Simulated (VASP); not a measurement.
# Hg (Pm-3m) in VASP: further runs

Hg is run at these levels: r2SCAN; tasks: single point.

Everything below comes from runs of VASP 6.6.1. Logs are shortened: lines on timing, memory, paths and dates and some standing lists are left out, and cuts for length are marked.

### 1 The cell of the first run

Symmetry: Pm-3m, No. 221, cubic system. Conventional cell: a = 3.009 Å, b = 3.009 Å, c = 3.009 Å, α = 90.00°, β = 90.00°, γ = 90.00°. Within 4.0 Å of Hg (site symmetry m-3m) lie 6 Hg at 3.01 Å.

### 2 Single point, r2SCAN (27.24 Å³/atom)

File POSCAR:

```
Hg
1.0
    3.0088626849      0.0000000000      0.0000000000
    0.0000000000      3.0088626849      0.0000000000
    0.0000000000      0.0000000000      3.0088626849
Hg
1
Direct
    0.0000000000      0.0000000000      0.0000000000
```

File INCAR.step1:

```
PREC = Accurate
ENCUT = 520
ISMEAR = -1
SIGMA = 0.1
LREAL = False
LASPH = True
NELM = 60
NBANDS = 12
GGA = PE
ALGO = Normal
EDIFF = 1E-4
LWAVE = True
LCHARG = False
```

File INCAR.step2:

```
PREC = Accurate
ENCUT = 520
EDIFF = 1E-7
ISMEAR = -1
SIGMA = 0.1
LREAL = False
LASPH = True
NELM = 60
ALGO = Normal
ISIF = 2
LWAVE = False
LCHARG = False
METAGGA = R2SCAN
LMIXTAU = True
NBANDS = 12
ISTART = 1
```

File KPOINTS:

```
regular mesh
0
Gamma
  12 12 12
```

Potentials or basis: VASP PAW PBE potentials, release 64 (Hg).

Launch:

```sh
$ cat potpaw_PBE.64/Hg/POTCAR > POTCAR
$ cp INCAR.step1 INCAR
$ mpirun -np 1 vasp_std > vasp.out
$ cp INCAR.step2 INCAR
$ mpirun -np 1 vasp_std > vasp.out
```

OUTCAR:

```text
PREC = Accurate
   ENCUT = 520
   EDIFF = 1E-7
   ISMEAR = -1
   LREAL = False
   LASPH = True
   NELM = 60
   ISIF = 2
   METAGGA = R2SCAN
   ISTART = 1

 ion  position               nearest neighbor table
   1  0.000  0.000  0.000-

  LATTYP: Found a simple cubic cell.
 ALAT       =     3.0088626849

  Lattice vectors:

 A1 = (   3.0088626849,   0.0000000000,   0.0000000000)
 A2 = (   0.0000000000,   3.0088626849,   0.0000000000)
 A3 = (   0.0000000000,   0.0000000000,   3.0088626849)

Analysis of symmetry for initial positions (statically):
=====================================================================
 Subroutine PRICEL returns:
 Original cell was already a primitive cell.

 Routine SETGRP: Setting up the symmetry group for a
 simple cubic supercell.

 Subroutine GETGRP returns: Found 48 space group operations
 (whereof 48 operations were pure point group operations)
 out of a pool of 48 trial point group operations.

The static configuration has the point symmetry O_h .

Analysis of symmetry for dynamics (positions and initial velocities):
=====================================================================
 Subroutine PRICEL returns:
 Original cell was already a primitive cell.

 Routine SETGRP: Setting up the symmetry group for a
 simple cubic supercell.

 Subroutine GETGRP returns: Found 48 space group operations
 (whereof 48 operations were pure point group operations)
 out of a pool of 48 trial point group operations.

The dynamic configuration has the point symmetry O_h .

 Subroutine INISYM returns: Found 48 space group operations
 (whereof 48 operations are pure point group operations),
 and found     1 'primitive' translations

----------------------------------------------------------------------------------------

                                     Primitive cell

  volume of cell :      27.2400

  direct lattice vectors                    reciprocal lattice vectors
     3.008862685  0.000000000  0.000000000     0.332351491  0.000000000  0.000000000
     0.000000000  3.008862685  0.000000000     0.000000000  0.332351491  0.000000000
     0.000000000  0.000000000  3.008862685     0.000000000  0.000000000  0.332351491

  length of vectors
     3.008862685  3.008862685  3.008862685     0.332351491  0.332351491  0.332351491

  position of ions in fractional coordinates (direct lattice)
     0.000000000  0.000000000  0.000000000

  ion indices of the primitive-cell ions
   primitive index   ion index
                 1           1

----------------------------------------------------------------------------------------

 KPOINTS: regular mesh

Automatic generation of k-mesh.
 Grid dimensions read from file:
 generate k-points for:   12   12   12

 Generating k-lattice:

  Cartesian coordinates                     Fractional coordinates (reciprocal lattice)
     0.027695958  0.000000000  0.000000000     0.083333333  0.000000000  0.000000000
     0.000000000  0.027695958  0.000000000     0.000000000  0.083333333  0.000000000
     0.000000000  0.000000000  0.027695958     0.000000000  0.000000000  0.083333333

  Length of vectors
     0.027695958  0.027695958  0.027695958

  Shift w.r.t. Gamma in fractional coordinates (k-lattice)
     0.000000000  0.000000000  0.000000000

 Subroutine IBZKPT returns following result:
 ===========================================

 Found     84 irreducible k-points:

 Following reciprocal coordinates:
            Coordinates               Weight
  0.000000  0.000000  0.000000      1.000000
  0.083333  0.000000  0.000000      6.000000
  0.166667  0.000000  0.000000      6.000000
  0.250000  0.000000  0.000000      6.000000
  0.333333  0.000000  0.000000      6.000000
  0.416667  0.000000  0.000000      6.000000
[... 16 lines left out ...]
  0.333333  0.333333  0.000000     12.000000
  0.416667  0.333333  0.000000     24.000000
 [... further k-points ...]
   k-points           NKPTS =     84   k-points in BZ     NKDIM =     84   number of bands    NBANDS=     12
   number of dos      NEDOS =    301   number of ions     NIONS =      1
   total plane-waves  NPLWV =  13824
   dimension x,y,z NGX =    24 NGY =   24 NGZ =   24
   dimension x,y,z NGXF=    48 NGYF=   48 NGZF=   48
   ions per type =               1
   NGX,Y,Z   is equivalent  to a cutoff of  13.26, 13.26, 13.26 a.u.
   NGXF,Y,Z  is equivalent  to a cutoff of  26.52, 26.52, 26.52 a.u.
 SYSTEM =  unknown system
   PREC   = accura    normal or accurate (medium, high low for compatibility)
   ISTART =      1    job   : 0-new  1-cont  2-samecut
   ICHARG =      0    charge: 1-file 2-atom 10-const
   ISPIN  =      1    spin polarized calculation?
   LNONCOLLINEAR =      F non collinear calculations
   LSORBIT =      F    spin-orbit coupling
   LASPH  =      T    aspherical Exc in radial PAW
   ENCUT  =  520.0 eV  38.22 Ry    6.18 a.u.   5.59  5.59  5.59*2*pi/ulx,y,z
   NELM   =     60;   NELMIN=  2; NELMDL=  0     # of ELM steps
   EDIFF  = 0.1E-06   stopping-criterion for ELM
   LREAL  =      F    real-space projection
   EDIFFG = 0.1E-05   stopping-criterion for IOM
   NSW    =      0    number of steps for IOM
   IBRION =     -1    ionic relax: 0-MD 1-quasi-New 2-CG
   NFREE  =      0    steps in history (QN), initial steepest desc. (CG)
   ISIF   =      2    stress and relaxation
   ISYM   =      2    0-nonsym 1-usesym 2-fastsym
   POTIM  = 0.5000    time-step for ionic-motion
   TEBEG  =    0.0;   TEEND  =   0.0 temperature during run
   PSTRESS=    0.0 pullay stress
   NELECT =      12.0000    total number of electrons
   NUPDOWN=      -1.0000    fix difference up-down
   EMIN   =  10.00;   EMAX   =-10.00  energy-range for DOS
   EFERMI =   0.00;   METHOD = LEGACY
   ISMEAR =    -1;   SIGMA  =   0.10  broadening in eV -4-tet -1-fermi 0-gaus
   EFERMI_NEDOS =   21; number of points for ismear=-14 and -15
   IALGO  =     38    algorithm
   IMIX   =      4    mixing-type and parameters
     AMIX     =   0.40;   BMIX     =  1.00
     AMIX_MAG =   1.60;   BMIX_MAG =  1.00
  volume/ion in A,a.u.               =      27.24       183.82
  Fermi-wavevector in a.u.,A,eV,Ry     =   1.245660  2.353956 21.111739  1.551669
  Thomas-Fermi vector in A             =   2.379872
   LORBIT       =      0    0 simple, 1 ext, 2 COOP (PROOUT), +10 PAW based schemes
   METAGGA = R2SCAN    functional components
   LHFCALC =     F    Hartree Fock is set to
   AEXX    =    0.0000 exact exchange contribution
   IVDW    =     0    specifies the selected vdW correction
   LEPSILON=     F    determine dielectric tensor
   LRPA    =     F    only Hartree local field effects (RPA)
 non-spin polarized calculation
  energy-cutoff  :      520.00
  volume of cell :       27.24
 maximum number of plane-waves:       756
 NGX is ok and might be reduce to    24
   NGX = 11   NGY = 11   NGZ = 11

 number of electron      12.0000002 magnetization

 Free energy of the ion-electron system (eV)
  ---------------------------------------------------
  ext. energy  EPLUGINS =         0.00000000
  ---------------------------------------------------
  free energy    TOTEN  =       -49.34967787 eV

  energy without entropy =      -49.33938386  energy(sigma->0) =      -49.34453086

 E-fermi :   1.7862     XC(G=0): -10.5953

 val. band max:        1.7575109614   @ k =   0.5000   0.3333   0.3333
 cond. band min:       1.8591703738   @ k =   0.4167   0.0833   0.0833
 fundamental gap:      0.1016594124
 Fermi energy:         1.7862390471

 k-point     1 :       0.0000    0.0000    0.0000
  band No.  band energies     occupation
      1      -6.8114      2.00000
      2      -6.6518      2.00000
      3      -6.6518      2.00000
      4      -4.5516      2.00000
      5      -4.5516      2.00000
      6      -4.5516      2.00000
      7      12.0988      0.00000
      8      12.0988      0.00000
      9      12.0988      0.00000
     10      15.6089      0.00000
     11      17.5911      0.00000
     12      17.5911      0.00000

 k-point     2 :       0.0833    0.0000    0.0000
  band No.  band energies     occupation
      1      -6.7137      2.00000
      2      -6.6403      2.00000
      3      -6.5343      2.00000
      4      -4.5991      2.00000
      5      -4.5991      2.00000
      6      -4.5476      2.00000
      7      10.7100      0.00000
      8      12.2852      0.00000
      9      12.2852      0.00000
     10      16.1491      0.00000
     11      17.5475      0.00000
     12      18.6514      0.00000

 k-point     3 :       0.1667    0.0000    0.0000
  band No.  band energies     occupation
      1      -6.6087      2.00000
      2      -6.6019      2.00000
      3      -6.0131      2.00000
      4      -4.7265      2.00000
      5      -4.7265      2.00000
      6      -4.5366      2.00000
      7       8.3570      0.00000
      8      12.8214      0.00000
      9      12.8214      0.00000
     10      16.4975      0.00000
     11      17.4214      0.00000
     12      21.2789      0.00000
[... 286 lines left out ...]
 k-point    23 :       0.3333    0.3333    0.0000
  band No.  band energies     occupation
      1      -6.2918      2.00000
      2      -5.9288      2.00000
      3      -4.9982      2.00000
      4      -4.9723      2.00000
      5      -4.8735      2.00000
      6      -2.0847      2.00000
      7       5.2136      0.00000
      8       6.3384      0.00000
      9      13.0434      0.00000
     10      17.3917      0.00000
     11      18.3642      0.00000
     12      21.4221      0.00000

 k-point    24 :       0.4167    0.3333    0.0000
  band No.  band energies     occupation
      1      -6.2475      2.00000
      2      -6.0869      2.00000
      3      -5.0954      2.00000
      4      -4.9673      2.00000
      5      -4.6111      2.00000
      6      -0.8489      2.00000
      7       3.5334      0.00000
      8       6.7851      0.00000
      9      11.5912      0.00000
     10      18.5360      0.00000
     11      18.7783      0.00000
     12      20.8980      0.00000

 [... further k-points ...]

------------------------ aborting loop because EDIFF is reached ----------------------------------------

  FORCE on cell =-STRESS in cart. coord.  units (eV):
  Direction    XX          YY          ZZ          XY          YZ          ZX
  --------------------------------------------------------------------------------------
  -------------------------------------------------------------------------------------
  Total        0.0810936      0.0810936      0.0810936      0.0000000      0.0000000     -0.0000000
  in kB        4.7696862      4.7696862      4.7696862      0.0000000      0.0000000     -0.0000000
  external PRESSURE =       4.7696862 kB  Pullay stress =       0.0000000 kB

 VOLUME and BASIS-vectors are now :
 -----------------------------------------------------------------------------
  energy-cutoff  :      520.00
  volume of cell :       27.24
      direct lattice vectors                 reciprocal lattice vectors
     3.008862685  0.000000000  0.000000000     0.332351491  0.000000000  0.000000000
     0.000000000  3.008862685  0.000000000     0.000000000  0.332351491  0.000000000
     0.000000000  0.000000000  3.008862685     0.000000000  0.000000000  0.332351491

 POSITION                                       TOTAL-FORCE (eV/Angst)
 -----------------------------------------------------------------------------------
      0.00000      0.00000      0.00000         0.000000      0.000000      0.000000
 -----------------------------------------------------------------------------------
    total drift:                                0.000000      0.000000      0.000000

  FREE ENERGIE OF THE ION-ELECTRON SYSTEM (eV)
  ---------------------------------------------------
  free  energy   TOTEN  =       -49.3496778729 eV

  energy  without entropy=      -49.3393838558  energy(sigma->0) =      -49.34453086
```

Wall time 24 s (1 thread of Intel Xeon 6975P-C (Granite Rapids), shared host); peak memory 0.16 GiB.

Results:

| Item | Value |
| --- | --- |
| Free energy | -49.3497 eV |
| Pressure | 0.5 GPa |
| Band gap on the k mesh | zero (bands 6 and 7 overlap by 6.35 eV) |

Levels at points of the mesh, in eV from the Fermi level:
| k point | band 3 | band 4 | band 5 | band 6 | band 7 | band 8 | band 9 | band 10 |
| --- | --- | --- | --- | --- | --- | --- | --- | --- |
| (0.00, 0.00, 0.00) | -8.44 | -6.34 | -6.34 | -6.34 | 10.31 | 10.31 | 10.31 | 13.82 |
| (0.50, 0.00, 0.00) | -7.00 | -7.00 | -6.28 | -3.00 | -1.67 | 14.24 | 14.24 | 15.01 |
| (0.50, 0.50, 0.00) | -6.89 | -6.89 | -5.72 | 0.57 | 1.58 | 1.58 | 7.56 | 18.38 |
| (0.50, 0.50, 0.50) | -7.91 | -5.68 | -5.68 | 4.67 | 4.90 | 4.90 | 4.90 | 8.99 |

Caveat: the PAW data sets were made with another functional, which shifts forces and pressure a little; spin-orbit coupling is left out, which moves the levels of the heavy elements.

(Continued in part 2 of 3.)

The gap in the log of VASP goes by the Fermi energy; the results here count the filled bands.